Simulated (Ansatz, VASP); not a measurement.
Al5Ru: VASP beside Ansatz

INCAR

```
SYSTEM = Al5Ru
  ALGO = Fast
  EDIFF = 1E-7
  EDIFFG = -0.01
  ENCUT = 600
  GGA = PE
  IBRION = 2
  ISIF = 3
  ISMEAR = 0
  LASPH = .True.
  LCHARG = .False.
  LREAL = .False.
  LWAVE = .False.
  NELM = 100
  NSW = 100
  PREC = Accurate
  SIGMA = 0.1
```

The input KPOINTS:

```
k-points
0
Gamma
  18 18 4
  0 0 0
```

File POSCAR:

```
Al5Ru
1.0
    2.8790218394      0.0000000000      0.0000000000
   -1.4395109197      2.4933060510      0.0000000000
    0.0000000000      0.0000000000     13.2503299987
Al Ru
5 1
Direct
    0.0000000000      0.0000000000      0.6758575239
    0.3333333333      0.6666666667      0.8532319919
    0.3333333333      0.6666666667      0.1467680081
    0.0000000000      0.0000000000      0.3241424761
    0.3333333333      0.6666666667      0.5000000000
    0.6666666667      0.3333333333      0.0000000000
```

Input for Ansatz:

```yaml
crystal:
  lattice:
    - [2.8790218394, 0.0, 0.0]
    - [-1.4395109197, 2.493306051, 0.0]
    - [0.0, 0.0, 13.2503299987]
  atoms:
    - { symbol: Al, position: [0.0, 0.0, 0.6758575239] }
    - { symbol: Al, position: [0.3333333333, 0.6666666667, 0.8532319919] }
    - { symbol: Al, position: [0.3333333333, 0.6666666667, 0.1467680081] }
    - { symbol: Al, position: [0.0, 0.0, 0.3241424761] }
    - { symbol: Al, position: [0.3333333333, 0.6666666667, 0.5] }
    - { symbol: Ru, position: [0.6666666667, 0.3333333333, 0.0] }
basis:
  ecutwfc: 420
kpoints:
  mp_grid: { grid: [18, 18, 4] }
hamiltonian:
  xc: pbe
scf:
  occupations: { method: gaussian, width: 0.1 }
output:
  forces: true
  stress: true
  eigenvalues: true
relax:
  adjacent_minimum: "off"
  f_tol: 0.01
  max_steps: 80
  cell: { stress_tol: 0.05 }
```

Alike in both runs: task relaxation of cell and atoms; functional PBE; k mesh 18 × 18 × 4; occupations gaussian, width 0.1 eV; no spin polarisation.

|  | VASP | Ansatz |
| --- | --- | --- |
| version | VASP 6.6.1 | Ansatz 0.2.0 |
| potentials or method | VASP PAW PBE potentials, release 64 (Al, Ru_pv), cutoff 600 eV | scalar-relativistic, plane waves, PAW |
| valence electrons in the cell | 29 | 31 |

|  | VASP | Ansatz | Ansatz less VASP |
| --- | --- | --- | --- |
| gap on the k mesh at the Fermi level, each at its own relaxed structure (eV) | none | none | - |
| relaxed volume (Å³/atom) | 15.87 | 15.88 | +0.002 |
| relaxed cell length with the largest relative difference (Å) | 2.888 | 2.888 | +0.0002 |

A gap of «none» marks a metal or a gap that the smearing closes. VASP's potentials hold 29 valence electrons a cell and Ansatz's 31, so a difference there can come from the potentials and not from the codes.
